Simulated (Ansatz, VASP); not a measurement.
**Two plane-wave programs on PtSe2**

File INCAR:

```
SYSTEM = PtSe2
  ALGO = Normal
  DIPOL = 0.5 0.5 0.395
  EDIFF = 1E-6
  ENCUT = 520
  GGA = PE
  IDIPOL = 3
  ISIF = 2
  ISMEAR = 0
  IVDW = 12
  LASPH = .True.
  LCHARG = .False.
  LDIPOL = .True.
  LREAL = .False.
  LWAVE = .False.
  NBANDS = 31
  NELM = 60
  PREC = Accurate
  SIGMA = 0.05
```

KPOINTS

```
k-points
0
Gamma
  9 9 1
  0 0 0
```

POSCAR

```
PtSe2
1.0
    3.7070358035      0.0000000000      0.0000000000
   -1.8535179017      3.2103871786      0.0000000000
    0.0000000000      0.0000000000     22.7981617435
Se Pt
4 2
Direct
    0.6666666667      0.3333333333      0.1973843352
    0.3333333333      0.6666666667      0.3135814612
    0.3333333333      0.6666666667      0.4763138798
    0.6666666667      0.3333333333      0.5925110057
    0.0000000000      0.0000000000      0.2554828982
    1.0000000000      1.0000000000      0.5344124428
```

Input for Ansatz:

```yaml
crystal:
  lattice:
    - [3.7070358035, 0.0, 0.0]
    - [-1.8535179017, 3.2103871786, 0.0]
    - [0.0, 0.0, 22.7981617435]
  atoms:
    - { symbol: Se, position: [0.6666666667, 0.3333333333, 0.1973843352] }
    - { symbol: Pt, position: [0.0, 0.0, 0.2554828982] }
    - { symbol: Se, position: [0.3333333333, 0.6666666667, 0.3135814612] }
    - { symbol: Se, position: [0.3333333333, 0.6666666667, 0.4763138798] }
    - { symbol: Pt, position: [1.0, 1.0, 0.5344124428] }
    - { symbol: Se, position: [0.6666666667, 0.3333333333, 0.5925110057] }
basis:
  ecutwfc: 420
kpoints:
  mp_grid: { grid: [9, 9, 1] }
hamiltonian:
  xc: pbe
  pseudopotentials: { kind: paw, azcp: { folder: soft_1 } }
  dispersion: d3bj
scf:
  occupations: { method: gaussian, width: 0.05 }
output:
  forces: true
  eigenvalues: true
  write_density: true
  write_potential: true
  elf: true
  volumetric_format: npy
efield:
  axis: 3
  dipole_correction: true
  ramp_width: 0.04
```

Alike in both runs: task single point; functional PBE; dispersion D3(BJ); k mesh 9 × 9 × 1; occupations gaussian, width 0.05 eV; no spin polarisation.

|  | VASP | Ansatz |
| --- | --- | --- |
| version | VASP 6.6.1 | Ansatz 0.2.0 |
| potentials or method | VASP PAW PBE potentials, release 64 (Se, Pt), cutoff 520 eV | scalar-relativistic, plane waves, PAW |
| valence electrons in the cell | 44 | 100 |

|  | VASP | Ansatz | Ansatz less VASP |
| --- | --- | --- | --- |
| gap on the k mesh at the Fermi level (eV) | 0.97 | 0.98 | +0.008 |
| least direct gap on the mesh (eV) | 1.13 | 1.14 | +0.009 |
| rms of the force components (eV/Å) | 0.013 | 0.013 | +0.0001 |

VASP's potentials hold 44 valence electrons a cell and Ansatz's 100, so a difference there can come from the potentials and not from the codes. Ansatz's warnings: xc potential rough in thin density.

Spin-orbit coupling is off throughout.
